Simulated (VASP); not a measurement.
A run of VASP 6.6.1:

File INCAR:

```
SYSTEM = Hf2S
PREC = Accurate
ENCUT = 520
EDIFF = 1E-6
ISMEAR = 0
SIGMA = 0.15
LREAL = .FALSE.
LASPH = .TRUE.
NELM = 80
ALGO = Fast
ISIF = 2
LWAVE = .FALSE.
LCHARG = .TRUE.
GGA = PS
LELF = .TRUE.
LVHAR = .TRUE.
NBANDS = 35
```

KPOINTS

```
regular mesh
0
G
  16 16 4
  0 0 0
```

File POSCAR:

```
Hf2S
1.0
   -3.3465310252      0.0000000000      0.0000000000
   -1.6732655126     -2.8981808824      0.0000000000
    0.0000000000      0.0000000000     13.6642358425
Hf S
4 2
Direct
    0.6666666667      0.6666666667      0.3402729689
    0.3333333333      0.3333333333      0.7670892203
    0.6666666667      0.6666666667      0.0865432826
    0.3333333333      0.3333333333      0.5133595340
    0.0000000000      1.0000000000      0.2134081257
    0.0000000000      0.0000000000      0.6402243772
```

Potentials or basis: VASP PAW PBE potentials, release 64 (Hf_pv, S).

Launch:

```bash
$ cat potpaw_PBE.64/Hf_pv/POTCAR potpaw_PBE.64/S/POTCAR > POTCAR
$ mpirun -np 1 vasp_std > vasp.out
```

Hardware: 1 thread of Oxide Virtual Turin-like Processor, on a shared host.

Problem. How long does it take, and how much memory?

Solution. Run time: 25 min on 1 thread of Oxide Virtual Turin-like Processor, with other jobs on the host, peak memory 0.52 GiB. Counts: scf iterations 18, k points 111.
